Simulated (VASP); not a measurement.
Runs of VASP 6.6.1 on B3C. The structure is that of space group Pm-3n (No. 223), or close to it. The cells are those of the table. 

| task | cell | k mesh | cutoff (eV) | gap on the mesh (eV) | pressure (GPa) |
| --- | --- | --- | --- | --- | --- |
| relaxation of cell and atoms | relaxed from a = 5.070 Å, 8 atoms | 4 × 4 × 4 | 600 | none | -0.6 |
| single point | a = 3.715 Å, 8 atoms | 10 × 10 × 10 | 520 | none | 0.0 |
| single point | a = 3.733 Å, 8 atoms | 4 × 4 × 4 | 520 | none | (a) |
| single point | a = 3.717 Å, 8 atoms | 6 × 6 × 6 | 520 | none | 0.0 |
| single point | a = 5.070 Å, 8 atoms | 4 × 4 × 4 | 520 | none | -24.6 |
| relaxation of cell and atoms | relaxed from a = 3.733 Å, 8 atoms | 6 × 6 × 6 | 600 | none | 0.4 |

Alike in all rows: level PBE; potentials or basis VASP PAW PBE potentials, release 64 (B, C); no spin polarisation; smearing gaussian 0.1 eV.

Fill in the values left out.

(a) -0.3.

Caveats: some runs use coarse meshes.

A gap of «none» marks levels without a gap at the run's occupations.
